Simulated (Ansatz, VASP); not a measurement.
One calculation of SnO2, two programs

```
CELL_PARAMETERS angstrom
1.64881 0.95194 4.89475
-1.64881 0.95194 4.89475
0.00000 -1.90388 4.89475
ATOMIC_POSITIONS crystal
Sn 0.50000 0.50000 0.50000
O 0.76283 0.76283 0.76283
O 0.23717 0.23717 0.23717
```

Alike in both runs: task single point; functional r2SCAN; k mesh 10 × 10 × 10; occupations fermi-dirac, width 0.05 eV; no spin polarisation.

|  | VASP | Ansatz |
| --- | --- | --- |
| version | VASP 6.6.1 | Ansatz 0.2.0 |
| potentials or method | VASP PAW PBE potentials, release 64 (Sn_d, O) | Ansatz PAW |
| plane-wave cutoff (eV) | 520 | 500 |
| valence electrons in the cell | 26 | 26 |

Ansatz gave:

```
gap on the k mesh at the Fermi level (eV)                     : 2.05
least direct gap on the mesh (eV)                             : 2.12
pressure (GPa)                                                : -14.0
traceless stress, the component that is largest in VASP (GPa) : 3.99
rms of the force components (eV/Å)                            : 0.554
```

Estimate VASP's values.

gap on the k mesh at the Fermi level (eV): 2.04; least direct gap on the mesh (eV): 2.11; pressure (GPa): -13.3; traceless stress, the component that is largest in VASP (GPa): 3.51; rms of the force components (eV/Å): 0.522.

VASP's potentials were made for PBE, not for r2SCAN. Atom by atom the forces differ by 0.032 eV/Å (rms over components).
